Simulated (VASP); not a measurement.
# Si2W: single point with PBEsol

The system is Si2W.

```xyz
6
Lattice="3.2145 0.0000 0.0000 0.0000 3.2145 0.0000 0.0000 0.0000 7.6985" Properties=species:S:1:pos:R:3 pbc="T T T"
Si    0.0000    0.0000    2.5751
Si    1.6073    1.6073    1.2741
Si    1.6073    1.6073    6.4244
Si    0.0000    0.0000    5.1234
W     0.0000    0.0000    0.0000
W     1.6073    1.6073    3.8492
```

This cell differs from its parent crystal: uniaxial strain along c: -1.5 %.

```yaml
Program: VASP 6.6.1
Task: single point
Functional: PBEsol
Potentials_or_basis: VASP PAW PBE potentials, release 64 (Si, W_sv)
Cutoff: 520 eV
k_mesh: 12 × 12 × 6
Occupations: gaussian, width 0.1 eV
Spin: no spin polarisation
```

* Pressure: 2.7 GPa
* Largest force: 0.023 eV/Å
* Band gap on the k mesh: zero (bands 22 and 23 overlap by 1.20 eV)

Forces on the atoms (eV/Å):
```
Si   0.000  0.000 -0.023
Si   0.000  0.000  0.023
Si   0.000  0.000 -0.023
Si   0.000  0.000  0.023
W    0.000  0.000  0.000
W    0.000  0.000  0.000
```

Stress tensor (GPa, compression positive):
```
-0.23  0.00  0.00
 0.00 -0.23  0.00
 0.00  0.00  8.47
```

Levels at points of the mesh, in eV from the Fermi level:
| k point | band 20 | band 21 | band 22 | band 23 | band 24 | band 25 |
| --- | --- | --- | --- | --- | --- | --- |
| (0.00, 0.00, 0.00) | -0.96 | -0.50 | -0.50 | 0.51 | 0.72 | 2.76 |
| (0.50, 0.00, 0.00) | -2.49 | -0.81 | -0.81 | 2.15 | 2.15 | 2.92 |
| (0.50, 0.50, 0.00) | -3.21 | -1.78 | -1.78 | 2.92 | 2.92 | 3.05 |
| (0.00, 0.00, 0.50) | -2.36 | 0.61 | 0.61 | 1.55 | 1.55 | 1.55 |
| (0.50, 0.00, 0.50) | -2.81 | -0.52 | -0.52 | 2.64 | 2.64 | 2.72 |
| (0.50, 0.50, 0.50) | -2.41 | -2.41 | -2.41 | 0.23 | 0.23 | 2.92 |

Run time: 2.9 min on 1 thread of Intel(R) Xeon(R) Platinum 8259CL CPU @ 2.50GHz (Skylake/Cascade Lake) (shared host), peak memory 0.34 GiB.

Caveat: the cell differs from its parent crystal (uniaxial strain along c: -1.5 %); the stress differs along the axes, from -0 to 8 GPa; the PAW data sets were made with another functional, which shifts forces and pressure a little; spin-orbit coupling is left out, which moves the levels of the heavy elements.
